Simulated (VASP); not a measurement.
# Ba (Fd-3m) in VASP: notebook

Ba is run at these levels: PBE; tasks: single point.

Program: VASP 6.6.1. These are calculated values, not measurements. Logs are shortened: lines on timing, memory, paths and dates and some standing lists are left out, and cuts for length are marked.

## Step 1: The cell of the first run

It takes space group Fd-3m (No. 227, cubic). Conventional cell: a = 5.657 Å, b = 5.657 Å, c = 5.657 Å, α = 90.00°, β = 90.00°, γ = 90.00°. Within 3.2 Å of Ba (site symmetry -43m) lie 4 Ba at 2.45 Å.

## Step 2: Single point, PBE

INCAR

```
PREC = Accurate
ENCUT = 520
EDIFF = 1E-7
ISMEAR = 1
SIGMA = 0.005
LREAL = False
LASPH = True
NELM = 80
ALGO = Normal
ISIF = 2
LWAVE = False
LCHARG = True
GGA = PE
LELF = True
LVHAR = True
NBANDS = 17
```

KPOINTS

```
Automatic mesh
0
Gamma
  9 9 9
```

POSCAR

```
Ba
1.0
    0.0000000000      2.8286625559      2.8286625559
    2.8286625559      0.0000000000      2.8286625559
    2.8286625559      2.8286625559      0.0000000000
Ba
2
Direct
   -0.1250000000     -0.1250000000     -0.1250000000
    0.1250000000      0.1250000000      0.1250000000
```

Potentials or basis: VASP PAW PBE potentials, release 64 (Ba_sv).

Command:

```
> cat potpaw_PBE.64/Ba_sv/POTCAR > POTCAR
> mpirun -np 1 vasp_std > vasp.out
```

OUTCAR:

```text
PREC = Accurate
   ENCUT = 520
   EDIFF = 1E-7
   ISMEAR = 1
   LREAL = False
   LASPH = True
   NELM = 80
   ISIF = 2
   GGA = PE

 ion  position               nearest neighbor table
   1  0.875  0.875  0.875-   2 2.45   2 2.45   2 2.45   2 2.45   2 4.69   2 4.69   2 4.69   2 4.69
                             2 4.69   2 4.69   2 4.69   2 4.69   2 4.69   2 4.69   2 4.69   2 4.69
   2  0.125  0.125  0.125-   1 2.45   1 2.45   1 2.45   1 2.45   1 4.69   1 4.69   1 4.69   1 4.69
                             1 4.69   1 4.69   1 4.69   1 4.69   1 4.69   1 4.69   1 4.69   1 4.69

  LATTYP: Found a face centered cubic cell.
 ALAT       =     5.6573251118

  Lattice vectors:

 A1 = (   0.0000000000,   2.8286625559,   2.8286625559)
 A2 = (   2.8286625559,   0.0000000000,   2.8286625559)
 A3 = (   2.8286625559,   2.8286625559,   0.0000000000)

Analysis of symmetry for initial positions (statically):
=====================================================================
 Subroutine PRICEL returns:
 Original cell was already a primitive cell.

 Routine SETGRP: Setting up the symmetry group for a
 face centered cubic supercell.

 Subroutine GETGRP returns: Found 48 space group operations
 (whereof 12 operations were pure point group operations)
 out of a pool of 48 trial point group operations.

The static configuration has the point symmetry D_3d.
 The point group associated with its full space group is O_h .

Analysis of symmetry for dynamics (positions and initial velocities):
=====================================================================
 Subroutine PRICEL returns:
 Original cell was already a primitive cell.

 Routine SETGRP: Setting up the symmetry group for a
 face centered cubic supercell.

 Subroutine GETGRP returns: Found 48 space group operations
 (whereof 12 operations were pure point group operations)
 out of a pool of 48 trial point group operations.

The dynamic configuration has the point symmetry D_3d.
 The point group associated with its full space group is O_h .

 Subroutine INISYM returns: Found 48 space group operations
 (whereof 12 operations are pure point group operations),
 and found     1 'primitive' translations

----------------------------------------------------------------------------------------

                                     Primitive cell

  volume of cell :      45.2661

  direct lattice vectors                    reciprocal lattice vectors
     0.000000000  2.828662556  2.828662556    -0.176761982  0.176761982  0.176761982
     2.828662556  0.000000000  2.828662556     0.176761982 -0.176761982  0.176761982
     2.828662556  2.828662556  0.000000000     0.176761982  0.176761982 -0.176761982

  length of vectors
     4.000332950  4.000332950  4.000332950     0.306160734  0.306160734  0.306160734

  position of ions in fractional coordinates (direct lattice)
     0.875000000  0.875000000  0.875000000
     0.125000000  0.125000000  0.125000000

  ion indices of the primitive-cell ions
   primitive index   ion index
                 1           1
                 2           2

----------------------------------------------------------------------------------------

 KPOINTS: Automatic mesh

Automatic generation of k-mesh.
 Grid dimensions read from file:
 generate k-points for:    9    9    9

 Generating k-lattice:

  Cartesian coordinates                     Fractional coordinates (reciprocal lattice)
    -0.019640220  0.019640220  0.019640220     0.111111111  0.000000000  0.000000000
     0.019640220 -0.019640220  0.019640220     0.000000000  0.111111111  0.000000000
     0.019640220  0.019640220 -0.019640220     0.000000000  0.000000000  0.111111111

  Length of vectors
     0.034017859  0.034017859  0.034017859

  Shift w.r.t. Gamma in fractional coordinates (k-lattice)
     0.000000000  0.000000000  0.000000000

 Subroutine IBZKPT returns following result:
 ===========================================

 Found     35 irreducible k-points:

 Following reciprocal coordinates:
            Coordinates               Weight
  0.000000  0.000000  0.000000      1.000000
  0.111111  0.000000  0.000000      8.000000
  0.222222  0.000000  0.000000      8.000000
  0.333333  0.000000  0.000000      8.000000
  0.444444  0.000000  0.000000      8.000000
  0.111111  0.111111  0.000000      6.000000
[... 16 lines left out ...]
 -0.333333  0.333333  0.000000     12.000000
  0.444444  0.444444  0.000000      6.000000
 [... further k-points ...]
   k-points           NKPTS =     35   k-points in BZ     NKDIM =     35   number of bands    NBANDS=     17
   number of dos      NEDOS =    301   number of ions     NIONS =      2
   total plane-waves  NPLWV =  27000
   dimension x,y,z NGX =    30 NGY =   30 NGZ =   30
   dimension x,y,z NGXF=    60 NGYF=   60 NGZF=   60
   ions per type =               2
   NGX,Y,Z   is equivalent  to a cutoff of  12.47, 12.47, 12.47 a.u.
   NGXF,Y,Z  is equivalent  to a cutoff of  24.93, 24.93, 24.93 a.u.
 SYSTEM =  unknown system
   PREC   = accura    normal or accurate (medium, high low for compatibility)
   ISTART =      0    job   : 0-new  1-cont  2-samecut
   ICHARG =      2    charge: 1-file 2-atom 10-const
   ISPIN  =      1    spin polarized calculation?
   LNONCOLLINEAR =      F non collinear calculations
   LSORBIT =      F    spin-orbit coupling
   LASPH  =      T    aspherical Exc in radial PAW
   ENCUT  =  520.0 eV  38.22 Ry    6.18 a.u.   7.44  7.44  7.44*2*pi/ulx,y,z
   NELM   =     80;   NELMIN=  2; NELMDL= -5     # of ELM steps
   EDIFF  = 0.1E-06   stopping-criterion for ELM
   LREAL  =      F    real-space projection
   EDIFFG = 0.1E-05   stopping-criterion for IOM
   NSW    =      0    number of steps for IOM
   IBRION =     -1    ionic relax: 0-MD 1-quasi-New 2-CG
   NFREE  =      0    steps in history (QN), initial steepest desc. (CG)
   ISIF   =      2    stress and relaxation
   ISYM   =      2    0-nonsym 1-usesym 2-fastsym
   POTIM  = 0.5000    time-step for ionic-motion
   TEBEG  =    0.0;   TEEND  =   0.0 temperature during run
   PSTRESS=    0.0 pullay stress
   NELECT =      20.0000    total number of electrons
   NUPDOWN=      -1.0000    fix difference up-down
   EMIN   =  10.00;   EMAX   =-10.00  energy-range for DOS
   EFERMI =   0.00;   METHOD = LEGACY
   ISMEAR =     1;   SIGMA  =   0.01  broadening in eV -4-tet -1-fermi 0-gaus
   EFERMI_NEDOS =   21; number of points for ismear=-14 and -15
   IALGO  =     38    algorithm
   IMIX   =      4    mixing-type and parameters
     AMIX     =   0.40;   BMIX     =  1.00
     AMIX_MAG =   1.60;   BMIX_MAG =  1.00
  volume/ion in A,a.u.               =      22.63       152.74
  Fermi-wavevector in a.u.,A,eV,Ry     =   1.246887  2.356274 21.153340  1.554727
  Thomas-Fermi vector in A             =   2.381044
   LORBIT       =      0    0 simple, 1 ext, 2 COOP (PROOUT), +10 PAW based schemes
   GGA     = PE    functional components
   LHFCALC =     F    Hartree Fock is set to
   AEXX    =    0.0000 exact exchange contribution
   IVDW    =     0    specifies the selected vdW correction
   LEPSILON=     F    determine dielectric tensor
   LRPA    =     F    only Hartree local field effects (RPA)
 non-spin polarized calculation
 Methfessel and Paxton  Order N= 1 SIGMA  =   0.01
  energy-cutoff  :      520.00
  volume of cell :       45.27
 maximum number of plane-waves:      1243
 NGX is ok and might be reduce to    30
   NGX = 15   NGY = 15   NGZ = 15

 number of electron      20.0000002 magnetization

 Free energy of the ion-electron system (eV)
  ---------------------------------------------------
  ext. energy  EPLUGINS =         0.00000000
  ---------------------------------------------------
  free energy    TOTEN  =         9.79667602 eV

  energy without entropy =        9.79668187  energy(sigma->0) =        9.79667797

 E-fermi :   6.2578     XC(G=0): -11.2559

 val. band max:        6.2541329520   @ k =  -0.4444   0.2222   0.0000
 cond. band min:       6.2608351466   @ k =  -0.2222   0.1111   0.0000
 fundamental gap:      0.0067021947
 Fermi energy:         6.2577560454

 k-point     1 :       0.0000    0.0000    0.0000
  band No.  band energies     occupation
      1     -25.5298      2.00000
      2     -18.1755      2.00000
      3     -10.2449      2.00000
      4     -10.2449      2.00000
      5     -10.2449      2.00000
      6      -5.7276      2.00000
[... 9 lines left out ...]
     16      17.3233      0.00000
     17      17.3233      0.00000

 k-point     2 :       0.1111    0.0000    0.0000
  band No.  band energies     occupation
      1     -25.4211      2.00000
      2     -18.5072      2.00000
      3     -10.3575      2.00000
      4     -10.3575      2.00000
      5     -10.1221      2.00000
      6      -5.5317      2.00000
[... 9 lines left out ...]
     16      16.2249      0.00000
     17      16.3597      0.00000

 k-point     3 :       0.2222    0.0000    0.0000
  band No.  band energies     occupation
      1     -25.1122      2.00000
      2     -19.3152      2.00000
      3     -10.6097      2.00000
      4     -10.6097      2.00000
      5      -9.9486      2.00000
      6      -5.0737      2.00000
[... 9 lines left out ...]
     16      14.5867      0.00000
     17      14.5867      0.00000

 k-point     4 :       0.3333    0.0000    0.0000
  band No.  band energies     occupation
      1     -24.6706      2.00000
      2     -20.2422      2.00000
      3     -10.8549      2.00000
      4     -10.8549      2.00000
      5      -9.9081      2.00000
      6      -4.6080      2.00000
[... 9 lines left out ...]
     16      15.1934      0.00000
     17      15.1934      0.00000

 k-point     5 :       0.4444    0.0000    0.0000
  band No.  band energies     occupation
      1     -24.2842      2.00000
      2     -20.9116      2.00000
      3     -10.9978      2.00000
      4     -10.9978      2.00000
      5      -9.9333      2.00000
      6      -4.3332      2.00000
[... 9 lines left out ...]
     16      17.3499      0.00000
     17      17.3501      0.00000

 k-point     6 :       0.1111    0.1111    0.0000
  band No.  band energies     occupation
      1     -25.3837      2.00000
      2     -18.6127      2.00000
      3     -10.5135      2.00000
      4     -10.5135      2.00000
      5      -9.8025      2.00000
      6      -5.8708      2.00000
[... 9 lines left out ...]
     16      15.6963      0.00000
     17      15.7053      0.00000

 k-point     7 :       0.2222    0.1111    0.0000
  band No.  band energies     occupation
      1     -25.1370      2.00000
      2     -19.2501      2.00000
      3     -10.7878      2.00000
      4     -10.7801      2.00000
      5      -9.4357      2.00000
      6      -5.7707      2.00000
[... 9 lines left out ...]
     16      14.1676      0.00000
     17      15.0798      0.00000

 k-point     8 :       0.3333    0.1111    0.0000
  band No.  band energies     occupation
      1     -24.7256      2.00000
      2     -20.1277      2.00000
      3     -11.1207      2.00000
      4     -11.0139      2.00000
      5      -9.2373      2.00000
      6      -5.2866      2.00000
[... 9 lines left out ...]
     16      14.0787      0.00000
     17      14.5515      0.00000
[... 203 lines left out ...]
      1     -24.4773      2.00000
      2     -20.5677      2.00000
      3     -11.7268      2.00000
      4     -10.8917      2.00000
      5      -8.7832      2.00000
      6      -4.7687      2.00000
[... 9 lines left out ...]
     16      13.5296      0.00000
     17      13.6884      0.00000

 k-point    20 :       0.3333    0.3333    0.0000
  band No.  band energies     occupation
      1     -24.2515      2.00000
      2     -20.9267      2.00000
      3     -11.5325      2.00000
      4     -11.5325      2.00000
      5      -7.8224      2.00000
      6      -6.5269      2.00000
[... 9 lines left out ...]
     16      13.7270      0.00000
     17      13.9157      0.00000

 k-point    21 :       0.4444    0.3333    0.0000
  band No.  band energies     occupation
      1     -23.7815      2.00000
      2     -21.6026      2.00000
      3     -11.7986      2.00000
      4     -11.6541      2.00000
      5      -7.4676      2.00000
      6      -6.4231      2.00000
[... 9 lines left out ...]
     16      13.9370      0.00000
     17      15.3224      0.00000

 k-point    22 :      -0.4444    0.3333    0.0000
  band No.  band energies     occupation
      1     -23.3577      2.00000
      2     -22.1295      2.00000
      3     -12.0960      2.00000
      4     -11.6174      2.00000
      5      -7.4157      2.00000
      6      -5.7754      2.00000
[... 9 lines left out ...]
     16      14.8115      0.00000
     17      15.3494      0.00000

 k-point    23 :      -0.3333    0.3333    0.0000
  band No.  band energies     occupation
      1     -23.5260      2.00000
      2     -21.9282      2.00000
      3     -12.2076      2.00000
      4     -11.4331      2.00000
      5      -7.7125      2.00000
      6      -5.0241      2.00000
[... 9 lines left out ...]
     16      12.5571      0.00000
     17      13.7766      0.00000

 k-point    24 :       0.4444    0.4444    0.0000
  band No.  band energies     occupation
      1     -23.3138      2.00000
      2     -22.1830      2.00000
      3     -11.7980      2.00000
      4     -11.7980      2.00000
      5      -7.1743      2.00000
      6      -6.8146      2.00000
[... 9 lines left out ...]
     16      16.0686      0.00000
     17      16.0891      0.00000

 [... further k-points ...]
[... 5 lines left out ...]
  --------------------------------------------------------------------------------------
  -------------------------------------------------------------------------------------
  Total       38.5891765     38.5891765     38.5891765      0.0000000      0.0000000      0.0000000
  in kB     1365.8489499   1365.8489499   1365.8489499      0.0000000      0.0000000      0.0000000
  external PRESSURE =    1365.8489499 kB  Pullay stress =       0.0000000 kB

 VOLUME and BASIS-vectors are now :
 -----------------------------------------------------------------------------
  energy-cutoff  :      520.00
  volume of cell :       45.27
      direct lattice vectors                 reciprocal lattice vectors
     0.000000000  2.828662556  2.828662556    -0.176761982  0.176761982  0.176761982
     2.828662556  0.000000000  2.828662556     0.176761982 -0.176761982  0.176761982
     2.828662556  2.828662556  0.000000000     0.176761982  0.176761982 -0.176761982

 POSITION                                       TOTAL-FORCE (eV/Angst)
 -----------------------------------------------------------------------------------
      4.95016      4.95016      4.95016         0.000000     -0.000000      0.000000
      0.70717      0.70717      0.70717        -0.000000      0.000000     -0.000000
 -----------------------------------------------------------------------------------
    total drift:                               -0.000000      0.000000      0.000000

  FREE ENERGIE OF THE ION-ELECTRON SYSTEM (eV)
  ---------------------------------------------------
  free  energy   TOTEN  =         9.7966760228 eV

  energy  without entropy=        9.7966818709  energy(sigma->0) =        9.79667797
```

Run time: 26 s. Hardware: 1 thread of AMD EPYC 7R43 (Zen 3), shared host; peak memory 0.14 GiB.

Results:

| Quantity | Value |
| --- | --- |
| Free energy | 9.7967 eV |
| Pressure | 136.6 GPa |
| Band gap on the k mesh | zero (band 10 reaches 7.31 eV, above the bottom of band 11 at 5.42 eV) |

Levels at points of the mesh, in eV from the Fermi level:
| k point | band 8 | band 9 | band 10 | band 11 | band 12 | band 13 |
| --- | --- | --- | --- | --- | --- | --- |
| (0.00, 0.00, 0.00) | -11.99 | -1.47 | -0.64 | -0.64 | 3.28 | 3.28 |

Caveat: spin-orbit coupling is left out, which moves the levels of the heavy elements.

(Part 1 of 2 ends here.)
